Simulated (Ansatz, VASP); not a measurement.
## Two plane-wave programs on TaC

```xyz
2
Lattice="0.0000 2.2890 2.2890 2.2890 0.0000 2.2890 2.2890 2.2890 0.0000" Properties=species:S:1:pos:R:3 pbc="T T T"
Ta    0.0000    0.0000    0.0000
C     2.2890    2.2890    2.2890
```

Change from the starting cell: volume scaled by 1.06, ions relaxed.

Alike in both runs: task relaxation of the atoms; functional PBE; k mesh 18 × 18 × 18; occupations fermi-dirac, width 0.05 eV; collinear spin.

|  | VASP | Ansatz |
| --- | --- | --- |
| version | VASP 6.6.1 | Ansatz 0.2.0 |
| potentials or method | VASP PAW PBE potentials, release 64 (Ta_pv, C) | plane-wave PAW, scalar-relativistic |
| plane-wave cutoff (eV) | 520 | 420 |
| valence electrons in the cell | 15 | 17 |

|  | VASP | Ansatz | Ansatz less VASP |
| --- | --- | --- | --- |
| net moment per atom (μB) | 0.00 | 0.00 | 0.000 |

VASP's potentials hold 15 valence electrons a cell and Ansatz's 17, so a difference there can come from the potentials and not from the codes. Ansatz's warnings: seeded moment not kept, stress scf threshold loose.

Spin-orbit coupling is off throughout. Noted on VASP's run: the relaxation stopped at its first step, so nothing moved.
